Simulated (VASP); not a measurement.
Input of a VASP 6.6.1 run:

Contents of POSCAR:

```
Mo
1.0
   -1.5734150000      1.5734150000      1.5734150000
    1.5734150000     -1.5734150000      1.5734150000
    1.5734150000      1.5734150000     -1.5734150000
Mo
1
Direct
    0.0000000000      0.0000000000      0.0000000000
```

File INCAR.step1:

```
PREC = Accurate ; ENCUT = 600
ISMEAR = 0 ; SIGMA = 0.1
LREAL = F ; LASPH = T
NELM = 100 ; GGA = PE
ALGO = Normal ; EDIFF = 1E-4
LWAVE = T ; LCHARG = F
```

The input INCAR.step2:

```
PREC = Accurate ; ENCUT = 600
EDIFF = 1E-6 ; ISMEAR = 0
SIGMA = 0.1 ; LREAL = F
LASPH = T ; NELM = 100
ALGO = Normal ; ISIF = 3
LWAVE = F ; LCHARG = F
METAGGA = R2SCAN ; LMIXTAU = T
IBRION = 2 ; NSW = 80
EDIFFG = -0.05 ; PSTRESS = 450.0
ISTART = 1
```

Contents of KPOINTS:

```
regular mesh
0
Gamma
  8 8 8
```

Potentials or basis: VASP PAW PBE potentials, release 64 (Mo_sv).

Command:

```console
$ cat potpaw_PBE.64/Mo_sv/POTCAR > POTCAR
$ cp INCAR.step1 INCAR
$ mpirun -np 1 vasp_std > vasp.out
$ cp INCAR.step2 INCAR
$ mpirun -np 1 vasp_std > vasp.out
```

(1) Predict the space group after relaxing (to 0.05 Å).

(2) What does it give for the band gap on the k mesh?

(3) Predict the relaxed cell.

(4) Predict the relaxed volume.

Answers

(1) Im-3m (No. 229).

(2) zero (band 7 reaches 19.56 eV, above the bottom of band 8 at 12.96 eV).

(3) a = 2.619 Å, b = 2.619 Å, c = 2.619 Å, α = 109.47°, β = 109.47°, γ = 109.47°.

(4) 13.82 Å³/atom.

Caveat: the cell is relaxed towards a set pressure, so the enthalpy falls and the energy may rise; the PAW data sets were made with another functional, which shifts forces and pressure a little.
